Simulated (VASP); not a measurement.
Write the native input for VASP 6.6.1 that does the following.

| Item | Value |
| --- | --- |
| Task | single point |
| Functional | PBE |
| Potentials or basis | VASP PAW PBE potentials, release 64 (Bi_d) |
| Cutoff | 520 eV |
| k mesh | 9 × 9 × 3 |
| Occupations | fermi-dirac, width 0.03 eV |
| Spin | no spin polarisation |
| Dipole correction | no |
| Further INCAR settings | ALGO = Normal; EDIFF = 1e-07; NBANDS = 22 |

The structure of Bi lies in POSCAR:

```
Bi
1.0
    4.4463416410      0.0000000000      0.0000000000
   -2.2231708206      3.8506448151      0.0000000000
    0.0000000000      0.0000000000     11.5875240800
Bi
2
Direct
    0.3333333333      0.6666666667      0.2500000000
    0.6666666667      0.3333333333      0.7500000000
```

This isn't the form of Bi at room conditions, which is rhombohedral.

The input as run:

INCAR

```
SYSTEM = Bi
PREC = Accurate ; ENCUT = 520
EDIFF = 1E-7 ; ISMEAR = -1
SIGMA = 0.03 ; LREAL = .FALSE.
LASPH = .TRUE. ; NELM = 100
ALGO = Normal ; ISIF = 2
LWAVE = .FALSE. ; LCHARG = .TRUE.
GGA = PE ; LELF = .TRUE.
LVHAR = .TRUE. ; NBANDS = 22
```

KPOINTS

```
Automatic mesh
0
G
  9 9 3
  0 0 0
```

Potentials or basis: VASP PAW PBE potentials, release 64 (Bi_d).

The run is started by

```sh
$ cat potpaw_PBE.64/Bi_d/POTCAR > POTCAR
$ mpirun -np 1 vasp_std > vasp.out
```

Results of the run:

```json
{
  "Pressure": "-3.6 GPa",
  "Band gap on the k mesh": "zero (bands 15 and 16 overlap by 2.36 eV)"
}
```

Caveat: the cell stands under tension; spin-orbit coupling is left out, which moves the levels of the heavy elements.

Wall time 2.4 min on 1 thread of Intel Xeon 8259CL (shared host), peak memory 0.35 GiB.
